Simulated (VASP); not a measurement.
KRb3, 4 atoms in the cell. It takes space group Pm-3m (No. 221, cubic). The conventional cell has a = 7.141 Å, b = 7.141 Å, c = 7.141 Å, α = 90.00°, β = 90.00°, γ = 90.00°. 

| Item | Value |
| --- | --- |
| Program | VASP 6.6.1 |
| Task | relaxation of cell and atoms |
| Functional | PBEsol |
| Potentials or basis | VASP PAW PBE potentials, release 64 (K_sv, Rb_sv) |
| Cutoff | 600 eV |
| k mesh | 3 × 3 × 3 |
| Occupations | methfessel-paxton, width 0.1 eV |
| Spin | no spin polarisation |
| Dipole correction | no |
| Further INCAR settings | ALGO = Normal; EDIFF = 1e-07; IBRION = 2; EDIFFG = -0.02; NSW = 60; ISIF = 3 |

Potentials or basis: VASP PAW PBE potentials, release 64 (K_sv, Rb_sv).

Launch:

```bash
$ cat potpaw_PBE.64/K_sv/POTCAR potpaw_PBE.64/Rb_sv/POTCAR > POTCAR
$ mpirun -np 1 vasp_std > vasp.out
```

Hardware: 1 thread of AMD EPYC 7R43 64-Core Processor (Zen 3), on a shared host.

Q: Estimate the wall time of this run.

A: Run time: 2.2 min on 1 thread of AMD EPYC 7R43 64-Core Processor (Zen 3), on a shared host, peak memory 0.49 GiB. Counts: scf iterations 32, k points 4, ion steps 3.
